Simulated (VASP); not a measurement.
Input of a VASP 6.6.1 run:

File INCAR:

```
ALGO     = Normal         # electronic algorithm
EDIFF    = 1E-6           # SCF threshold, eV
ENCUT    = 520            # plane-wave cutoff, eV
GGA      = PE             # functional
ISIF     = 2              # what is computed and relaxed
ISMEAR   = 0              # smearing method
LASPH    = T              # aspherical terms in the spheres
LCHARG   = F              # write CHGCAR
LREAL    = F              # projectors in reciprocal space
LWAVE    = F              # write WAVECAR
NBANDS   = 24             # bands
NELM     = 100            # most SCF steps
PREC     = Accurate       # precision mode
SIGMA    = 0.1            # smearing width, eV
```

Contents of KPOINTS:

```
k-points
0
Gamma
  6 6 6
```

File POSCAR:

```
AlNi3
1.0
    0.0091803197      2.8086990902      2.8014686452
    2.8035150590      0.0061289969      2.8045199680
    2.8105818206      2.8188171747     -0.0009377647
Al Ni
1 3
Direct
    0.5179937806      0.4754529908      0.4812022906
    0.2347094222      0.2129657574      0.2359009799
    0.0527018359     -0.0376585175      0.0301498793
    0.7728995969      0.7206613382      0.8016672262
```

Potentials or basis: VASP PAW PBE potentials, release 64 (Al, Ni).

The run is started by

```sh
$ cat potpaw_PBE.64/Al/POTCAR potpaw_PBE.64/Ni/POTCAR > POTCAR
$ mpirun -np 1 vasp_std > vasp.out
```

Task: Predict the largest force.

Result: 3.910 eV/Å.

Task: Estimate the band gap on the k mesh.

Result: Zero (an odd number of electrons rules out a gap without spin polarisation).

Forces on the atoms (eV/Å):
```
Al   1.018  0.988 -0.982
Ni   1.892  2.451  2.389
Ni  -1.583 -2.491 -2.157
Ni  -1.327 -0.948  0.750
```

Caveat: forces of over 1 eV/Å act on the atoms, so gaps and moduli don't describe the material at rest. Spin polarisation is off, so any magnetic state and its effect on volume and gap are missing.
